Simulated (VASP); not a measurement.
Wanted: the native input for a VASP 6.6.1 run.

| Property | Result |
| --- | --- |
| Task | single point |
| Functional | PBE |
| Potentials or basis | VASP PAW PBE potentials, release 64 (Cd, Se) |
| Cutoff | 520 eV |
| k mesh | 10 × 10 × 10 |
| Occupations | gaussian, width 0.05 eV |
| Spin | no spin polarisation |
| Dipole correction | no |
| Further INCAR settings | ALGO = Normal; EDIFF = 1e-06; NBANDS = 16 |

The structure of CdSe lies in POSCAR:

```
CdSe
1.0
    0.0000000000      3.0702711986      3.0702711986
    3.0702711986      0.0000000000      3.0702711986
    3.0702711986      3.0702711986      0.0000000000
Cd Se
1 1
Direct
    0.0000000000      0.0000000000      0.0000000000
    0.6653795856      0.7782068048      0.7782068048
```

This cell differs from its parent crystal: all Se atoms moved +0.300 Å, as atom 2 towards its neighbour atom 1 (Cd) at 2.659 Å.

These files were run (other wordings do the same):

INCAR

```
PREC = Accurate ; ENCUT = 520
EDIFF = 1E-6 ; ISMEAR = 0
SIGMA = 0.05 ; LREAL = False
LASPH = True ; NELM = 80
ALGO = Normal ; ISIF = 2
LWAVE = False ; LCHARG = False
GGA = PE ; NBANDS = 16
```

KPOINTS

```
Automatic mesh
0
Gamma
  10 10 10
```

Potentials or basis: VASP PAW PBE potentials, release 64 (Cd, Se).

Command:

```sh
$ cat potpaw_PBE.64/Cd/POTCAR potpaw_PBE.64/Se/POTCAR > POTCAR
$ mpirun -np 1 vasp_std > vasp.out
```

Results of the run:

The pressure is 4.1 GPa and the largest force is 2.620 eV/Å. The band gap on the k mesh is 0.53 eV, direct.

Caveat: the cell differs from its parent crystal (all Se atoms moved +0.300 Å, as atom 2 towards its neighbour atom 1 (Cd) at 2.659 Å); forces of over 1 eV/Å act on the atoms, so gaps and moduli don't describe the material at rest.

Wall time 2.4 min on 1 thread of AMD EPYC 7R13, on a shared host, peak memory 0.23 GiB.
